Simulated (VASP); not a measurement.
Wanted: the native input for a VASP 6.6.1 run.

| Quantity | Value |
| --- | --- |
| Task | single point |
| Functional | PBEsol |
| Potentials or basis | VASP PAW PBE potentials, release 64 (Al, N) |
| Cutoff | 520 eV |
| k mesh | 9 × 9 × 6 |
| Occupations | gaussian, width 0.05 eV |
| Spin | no spin polarisation |
| Dipole correction | no |
| Further INCAR settings | ALGO = Normal; EDIFF = 1e-06; NBANDS = 16 |

The structure of AlN lies in POSCAR:

```
AlN
1.0
    3.2420000000      0.0000000000      0.0000000000
   -1.6210000000      2.8076543591      0.0000000000
    0.0000000000      0.0000000000      4.3470000000
Al N
2 2
Direct
    0.3333333333      0.6666666667      0.7500000000
    0.6666666667      0.3333333333      0.2500000000
    0.3333333333      0.6666666667      0.2500000000
    0.6666666667      0.3333333333      0.7500000000
```

One way to write it, as run:

INCAR

```
SYSTEM = AlN
ALGO = Normal
EDIFF = 1E-6
ENCUT = 520
GGA = PS
ISIF = 2
ISMEAR = 0
LASPH = .TRUE.
LCHARG = .TRUE.
LELF = .TRUE.
LREAL = .FALSE.
LVHAR = .TRUE.
LWAVE = .FALSE.
NBANDS = 16
NELM = 100
PREC = Accurate
SIGMA = 0.05
```

KPOINTS

```
k-points
0
G
  9 9 6
  0 0 0
```

Potentials or basis: VASP PAW PBE potentials, release 64 (Al, N).

The run is started by

```sh
$ cat potpaw_PBE.64/Al/POTCAR potpaw_PBE.64/N/POTCAR > POTCAR
$ mpirun -np 1 vasp_std > vasp.out
```

Results of the run:

```yaml
Pressure: 0.5 GPa
Band_gap_on_the_k_mesh: 3.09 eV, direct
```

Caveat: the PAW data sets were made with another functional, which shifts forces and pressure a little.

Run time: 8.6 s on 1 thread of Intel(R) Xeon(R) 6975P-C (Granite Rapids) (shared host), peak memory 0.15 GiB.
